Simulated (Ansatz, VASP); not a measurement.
**Two plane-wave programs on Pb**

INCAR

```
SYSTEM = Pb
ALGO = Fast ; EDIFF = 1E-6
EDIFFG = -0.01 ; ENCUT = 600
GGA = PS ; IBRION = 2
ISIF = 3 ; ISMEAR = 0
LASPH = .True. ; LCHARG = .False.
LREAL = .False. ; LWAVE = .False.
NELM = 80 ; NSW = 80
PREC = Accurate ; SIGMA = 0.1
```

The input KPOINTS:

```
k-points
0
Gamma
  12 12 12
  0 0 0
```

File POSCAR:

```
Pb
1.0
    0.0000000000      3.3815535586      3.3815535586
    3.3815535586      0.0000000000      3.3815535586
    3.3815535586      3.3815535586      0.0000000000
Pb
2
Direct
    0.0000000000      0.0000000000      0.0000000000
    0.2500000000      0.2500000000      0.2500000000
```

Input for Ansatz:

```yaml
crystal:
  lattice:
    - [0.0, 3.3815535586, 3.3815535586]
    - [3.3815535586, 0.0, 3.3815535586]
    - [3.3815535586, 3.3815535586, 0.0]
  atoms:
    - { symbol: Pb, position: [0.0, 0.0, 0.0] }
    - { symbol: Pb, position: [0.25, 0.25, 0.25] }
basis:
  ecutwfc: 420
kpoints:
  mp_grid: { grid: [12, 12, 12] }
hamiltonian:
  xc: pbesol
scf:
  occupations: { method: gaussian, width: 0.1 }
output:
  forces: true
  stress: true
  eigenvalues: true
relax:
  adjacent_minimum: "off"
  f_tol: 0.01
  max_steps: 60
  cell: { stress_tol: 0.1 }
```

Alike in both runs: task relaxation of cell and atoms; functional PBEsol; k mesh 12 × 12 × 12; occupations gaussian, width 0.1 eV; no spin polarisation.

```csv
,VASP,Ansatz
version,VASP 6.6.1,Ansatz 0.2.0
potentials or method,"VASP PAW PBE potentials, release 64 (Pb_d), cutoff 600 eV","scalar-relativistic, plane waves, PAW"
valence electrons in the cell,28,28
```

```tsv
	VASP	Ansatz	Ansatz less VASP
gap on the k mesh at the Fermi level, each at its own relaxed structure (eV)	none	none	-
relaxed volume (Å³/atom)	41.18	41.32	+0.144
relaxed length of the cell vector where the two differ most in proportion (Å)	4.884	4.889	+0.0057
```

VASP's potentials were made for PBE, not for PBEsol. A gap of «none» marks a metal or a gap that the smearing closes.

Spin-orbit coupling is off throughout.
